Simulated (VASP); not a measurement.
# C (P1) in VASP: single point with LDA

Aim: the single point of C with LDA.

Everything below comes from runs of VASP 6.6.1. Logs are shortened: lines on timing, memory, paths and dates and some standing lists are left out, and cuts for length are marked.

## Step 1: The cell of the first run

The typed cell holds 8 atoms: a = 4.817 Å, b = 4.817 Å, c = 2.486 Å, α = 90.00°, β = 90.00°, γ = 128.22°.

## Step 2: Single point, LDA (atom 5 (C) moved -0.150 Å towards its neighbour atom 2 (C) at 1.515 Å)

The input, INCAR:

```
  PREC = Accurate
  ENCUT = 520
  EDIFF = 1E-7
  ISMEAR = 0
  SIGMA = 0.05
  LREAL = F
  LASPH = T
  NELM = 80
  ALGO = Normal
  ISIF = 2
  LWAVE = F
  LCHARG = F
  GGA = CA
  NBANDS = 26
```

The input, KPOINTS:

```
regular mesh
0
Gamma
  6 6 10
```

The input, POSCAR:

```
C
1.0
    2.1032727620     -4.3337146136      0.0000000000
    2.1032727620      4.3337146136      0.0000000000
    0.0000000000      0.0000000000      2.4856616114
C
8
Direct
    0.6482879639      0.9815881366      0.0000000000
    0.3517120361      0.0184118634      0.0000000000
    0.0184118634      0.3517120361      0.0000000000
    0.9815881366      0.6482879639      0.0000000000
    0.4097862085      0.2466385892      0.5495070889
    0.5954459046      0.7739231852      0.5000000000
    0.7739231852      0.5954459046      0.5000000000
    0.2260768148      0.4045540954      0.5000000000
```

Potentials or basis: VASP PAW LDA potentials, release 64 (C).

Started as:

```console
> cat potpaw_LDA.64/C/POTCAR > POTCAR
> mpirun -np 1 vasp_std > vasp.out
```

OUTCAR:

```text
PREC = Accurate
   ENCUT = 520
   EDIFF = 1E-7
   ISMEAR = 0
   LREAL = F
   LASPH = T
   NELM = 80
   ISIF = 2
   GGA = CA

 ion  position               nearest neighbor table
   1  0.648  0.982  0.000-   6 1.51   6 1.51   2 1.54   3 1.56
   2  0.352  0.018  0.000-   5 1.47   1 1.54   4 1.56   5 1.66
   3  0.018  0.352  0.000-   8 1.51   8 1.51   4 1.54   1 1.56
   4  0.982  0.648  0.000-   7 1.51   7 1.51   3 1.54   2 1.56
   5  0.410  0.247  0.550-   2 1.47   8 1.49   7 1.51   2 1.66
   6  0.595  0.774  0.500-   1 1.51   1 1.51   7 1.55   8 1.55
   7  0.774  0.595  0.500-   5 1.51   4 1.51   4 1.51   6 1.55
   8  0.226  0.405  0.500-   5 1.49   3 1.51   3 1.51   6 1.55

  LATTYP: Found a base centered orthorhombic cell.
 ALAT       =     4.2065455240
 B/A-ratio  =     2.0604624811
 C/A-ratio  =     0.5909032952

  Lattice vectors:

 A1 = (   2.1032727620,  -4.3337146136,   0.0000000000)
 A2 = (   2.1032727620,   4.3337146136,   0.0000000000)
 A3 = (   0.0000000000,   0.0000000000,   2.4856616114)

Analysis of symmetry for initial positions (statically):
=====================================================================
 Subroutine PRICEL returns:
 Original cell was already a primitive cell.

 Routine SETGRP: Setting up the symmetry group for a
 base centered orthorhombic supercell.

 Subroutine GETGRP returns: Found  1 space group operations
 (whereof  1 operations were pure point group operations)
 out of a pool of  8 trial point group operations.

The static configuration has the point symmetry C_1 .

Analysis of symmetry for dynamics (positions and initial velocities):
=====================================================================
 Subroutine PRICEL returns:
 Original cell was already a primitive cell.

 Routine SETGRP: Setting up the symmetry group for a
 base centered orthorhombic supercell.

 Subroutine GETGRP returns: Found  1 space group operations
 (whereof  1 operations were pure point group operations)
 out of a pool of  8 trial point group operations.

The dynamic configuration has the point symmetry C_1 .

 Subroutine INISYM returns: Found  1 space group operations
 (whereof  1 operations are pure point group operations),
 and found     1 'primitive' translations

----------------------------------------------------------------------------------------

                                     Primitive cell

  volume of cell :      45.3135

  direct lattice vectors                    reciprocal lattice vectors
     2.103272762 -4.333714614  0.000000000     0.237724754 -0.115374464  0.000000000
     2.103272762  4.333714614  0.000000000     0.237724754  0.115374464  0.000000000
     0.000000000  0.000000000  2.485661611     0.000000000  0.000000000  0.402307376

  length of vectors
     4.817140092  4.817140092  2.485661611     0.264242929  0.264242929  0.402307376

  position of ions in fractional coordinates (direct lattice)
     0.648287964  0.981588137  0.000000000
     0.351712036  0.018411863  0.000000000
     0.018411863  0.351712036  0.000000000
     0.981588137  0.648287964  0.000000000
     0.409786209  0.246638589  0.549507089
     0.595445905  0.773923185  0.500000000
     0.773923185  0.595445905  0.500000000
     0.226076815  0.404554095  0.500000000

  ion indices of the primitive-cell ions
   primitive index   ion index
                 1           1
                 2           2
                 3           3
                 4           4
                 5           5
                 6           6
                 7           7
                 8           8

----------------------------------------------------------------------------------------

 KPOINTS: regular mesh

Automatic generation of k-mesh.
 Grid dimensions read from file:
 generate k-points for:    6    6   10

 Generating k-lattice:

  Cartesian coordinates                     Fractional coordinates (reciprocal lattice)
     0.039620792 -0.019229077  0.000000000     0.166666667  0.000000000  0.000000000
     0.039620792  0.019229077  0.000000000     0.000000000  0.166666667  0.000000000
     0.000000000  0.000000000  0.040230738     0.000000000  0.000000000  0.100000000

  Length of vectors
     0.044040488  0.044040488  0.040230738

  Shift w.r.t. Gamma in fractional coordinates (k-lattice)
     0.000000000  0.000000000  0.000000000

 Subroutine IBZKPT returns following result:
 ===========================================

 Found    184 irreducible k-points:

 Following reciprocal coordinates:
            Coordinates               Weight
  0.000000  0.000000  0.000000      1.000000
  0.166667  0.000000  0.000000      2.000000
  0.000000  0.166667  0.000000      2.000000
  0.333333  0.000000  0.000000      2.000000
  0.000000  0.333333  0.000000      2.000000
  0.500000  0.000000  0.000000      1.000000
[... 16 lines left out ...]
 -0.166667 -0.000000  0.100000      2.000000
  0.000000  0.166667 -0.100000      2.000000
 [... further k-points ...]
   k-points           NKPTS =    184   k-points in BZ     NKDIM =    184   number of bands    NBANDS=     26
   number of dos      NEDOS =    301   number of ions     NIONS =      8
   total plane-waves  NPLWV =  23328
   dimension x,y,z NGX =    36 NGY =   36 NGZ =   18
   dimension x,y,z NGXF=    72 NGYF=   72 NGZF=   36
   ions per type =               8
   NGX,Y,Z   is equivalent  to a cutoff of  12.42, 12.42, 12.04 a.u.
   NGXF,Y,Z  is equivalent  to a cutoff of  24.85, 24.85, 24.08 a.u.
 SYSTEM =  unknown system
   PREC   = accura    normal or accurate (medium, high low for compatibility)
   ISTART =      0    job   : 0-new  1-cont  2-samecut
   ICHARG =      2    charge: 1-file 2-atom 10-const
   ISPIN  =      1    spin polarized calculation?
   LNONCOLLINEAR =      F non collinear calculations
   LSORBIT =      F    spin-orbit coupling
   LASPH  =      T    aspherical Exc in radial PAW
   ENCUT  =  520.0 eV  38.22 Ry    6.18 a.u.   8.96  8.96  4.62*2*pi/ulx,y,z
   NELM   =     80;   NELMIN=  2; NELMDL= -5     # of ELM steps
   EDIFF  = 0.1E-06   stopping-criterion for ELM
   LREAL  =      F    real-space projection
   EDIFFG = 0.1E-05   stopping-criterion for IOM
   NSW    =      0    number of steps for IOM
   IBRION =     -1    ionic relax: 0-MD 1-quasi-New 2-CG
   NFREE  =      0    steps in history (QN), initial steepest desc. (CG)
   ISIF   =      2    stress and relaxation
   ISYM   =      2    0-nonsym 1-usesym 2-fastsym
   POTIM  = 0.5000    time-step for ionic-motion
   TEBEG  =    0.0;   TEEND  =   0.0 temperature during run
   PSTRESS=    0.0 pullay stress
   NELECT =      32.0000    total number of electrons
   NUPDOWN=      -1.0000    fix difference up-down
   EMIN   =  10.00;   EMAX   =-10.00  energy-range for DOS
   EFERMI =   0.00;   METHOD = LEGACY
   ISMEAR =     0;   SIGMA  =   0.05  broadening in eV -4-tet -1-fermi 0-gaus
   EFERMI_NEDOS =   21; number of points for ismear=-14 and -15
   IALGO  =     38    algorithm
   IMIX   =      4    mixing-type and parameters
     AMIX     =   0.40;   BMIX     =  1.00
     AMIX_MAG =   1.60;   BMIX_MAG =  1.00
  volume/ion in A,a.u.               =       5.66        38.22
  Fermi-wavevector in a.u.,A,eV,Ry     =   1.457859  2.754954 28.917181  2.125353
  Thomas-Fermi vector in A             =   2.574611
   LORBIT       =      0    0 simple, 1 ext, 2 COOP (PROOUT), +10 PAW based schemes
   GGA     = CA    functional components
   LHFCALC =     F    Hartree Fock is set to
   AEXX    =    0.0000 exact exchange contribution
   IVDW    =     0    specifies the selected vdW correction
   LEPSILON=     F    determine dielectric tensor
   LRPA    =     F    only Hartree local field effects (RPA)
 non-spin polarized calculation
 Gauss-broadening in eV      SIGMA  =   0.05
  energy-cutoff  :      520.00
  volume of cell :       45.31
 maximum number of plane-waves:      1238
   NGX = 17   NGY = 17   NGZ =  9

 number of electron      32.0000003 magnetization

 Free energy of the ion-electron system (eV)
  ---------------------------------------------------
  ext. energy  EPLUGINS =         0.00000000
  ---------------------------------------------------
  free energy    TOTEN  =       -79.42307239 eV

  energy without entropy =      -79.42307239  energy(sigma->0) =      -79.42307239

 E-fermi :  10.7434     XC(G=0): -13.4526

 val. band max:       10.4840297553   @ k =   0.5000   0.5000   0.0000
 cond. band min:      12.6984533613   @ k =   0.5000   0.5000   0.3000
 fundamental gap:      2.2144236061
 Fermi energy:        10.7433539494

 k-point     1 :       0.0000    0.0000    0.0000
  band No.  band energies     occupation
      1     -11.8669      2.00000
      2      -6.4279      2.00000
      3      -5.8350      2.00000
      4      -4.9521      2.00000
      5      -4.4744      2.00000
      6      -2.4808      2.00000
[... 18 lines left out ...]
     25      20.1575      0.00000
     26      20.3580      0.00000

 k-point     2 :       0.1667    0.0000    0.0000
  band No.  band energies     occupation
      1     -11.6524      2.00000
      2      -7.0621      2.00000
      3      -6.2497      2.00000
      4      -5.4724      2.00000
      5      -4.1729      2.00000
      6      -1.2670      2.00000
[... 18 lines left out ...]
     25      20.1158      0.00000
     26      21.5624      0.00000

 k-point     3 :       0.0000    0.1667    0.0000
  band No.  band energies     occupation
      1     -11.6552      2.00000
      2      -6.9570      2.00000
      3      -6.3002      2.00000
      4      -5.6206      2.00000
      5      -4.0740      2.00000
      6      -1.2537      2.00000
[... 572 lines left out ...]
 k-point    23 :      -0.1667   -0.0000    0.1000
  band No.  band energies     occupation
      1     -11.4671      2.00000
      2      -6.8972      2.00000
      3      -6.0796      2.00000
      4      -5.3200      2.00000
      5      -4.0186      2.00000
      6      -1.1016      2.00000
[... 18 lines left out ...]
     25      20.1008      0.00000
     26      21.6397      0.00000

 k-point    24 :       0.0000    0.1667   -0.1000
  band No.  band energies     occupation
      1     -11.4699      2.00000
      2      -6.8022      2.00000
      3      -6.1298      2.00000
      4      -5.4562      2.00000
      5      -3.9110      2.00000
      6      -1.0908      2.00000
[... 18 lines left out ...]
     25      20.0226      0.00000
     26      21.9010      0.00000

 [... further k-points ...]
[... 5 lines left out ...]
  --------------------------------------------------------------------------------------
  -------------------------------------------------------------------------------------
  Total        1.3260011      1.5289835      0.6878303     -0.0339321     -0.4555847     -0.0634697
  in kB       46.8842070     54.0611725     24.3200229     -1.1997568    -16.1083773     -2.2441362
  external PRESSURE =      41.7551341 kB  Pullay stress =       0.0000000 kB

 VOLUME and BASIS-vectors are now :
 -----------------------------------------------------------------------------
  energy-cutoff  :      520.00
  volume of cell :       45.31
      direct lattice vectors                 reciprocal lattice vectors
     2.103272762 -4.333714614  0.000000000     0.237724754 -0.115374464  0.000000000
     2.103272762  4.333714614  0.000000000     0.237724754  0.115374464  0.000000000
     0.000000000  0.000000000  2.485661611     0.000000000  0.000000000  0.402307376

 POSITION                                       TOTAL-FORCE (eV/Angst)
 -----------------------------------------------------------------------------------
      3.42807      1.44443      0.00000         0.087079      0.344425      0.044844
      0.77847     -1.44443      0.00000         0.514179      0.697203      2.386434
      0.77847      1.44443      0.00000         0.007457      0.108981     -0.084450
      3.42807     -1.44443      0.00000         0.299845      0.087585      0.097766
      1.38064     -0.70704      1.36589        -2.290931     -3.012474     -3.898697
      2.88016      0.77347      1.24283         0.413570      0.475880     -0.182933
      2.88016     -0.77347      1.24283         0.766156      0.235725      0.807368
      1.32639      0.77347      1.24283         0.202646      1.062676      0.829669
 -----------------------------------------------------------------------------------
    total drift:                                0.000057      0.000072      0.000042

  FREE ENERGIE OF THE ION-ELECTRON SYSTEM (eV)
  ---------------------------------------------------
  free  energy   TOTEN  =       -79.4230723901 eV

  energy  without entropy=      -79.4230723901  energy(sigma->0) =      -79.42307239
```

Wall time 64 s (1 thread of Intel Xeon 6975P-C (Granite Rapids), shared host); peak memory 0.24 GiB.

Results:

| Item | Value |
| --- | --- |
| Free energy | -79.4231 eV |
| Pressure | 4.2 GPa |
| Largest force | 5.434 eV/Å |
| Band gap on the k mesh | 2.21 eV, indirect (least direct gap 4.23 eV) |

Forces on the atoms (eV/Å):
```
C    0.087  0.344  0.045
C    0.514  0.697  2.386
C    0.007  0.109 -0.084
C    0.300  0.088  0.098
C   -2.291 -3.012 -3.899
C    0.414  0.476 -0.183
C    0.766  0.236  0.807
C    0.203  1.063  0.830
```

Stress tensor (GPa, compression positive):
```
 4.69 -0.12 -0.22
-0.12  5.41 -1.61
-0.22 -1.61  2.43
```

Caveat: the cell differs from its parent crystal (atom 5 (C) moved -0.150 Å towards its neighbour atom 2 (C) at 1.515 Å); forces of over 1 eV/Å act on the atoms, so gaps and moduli don't describe the material at rest. A k mesh can miss the band edges.
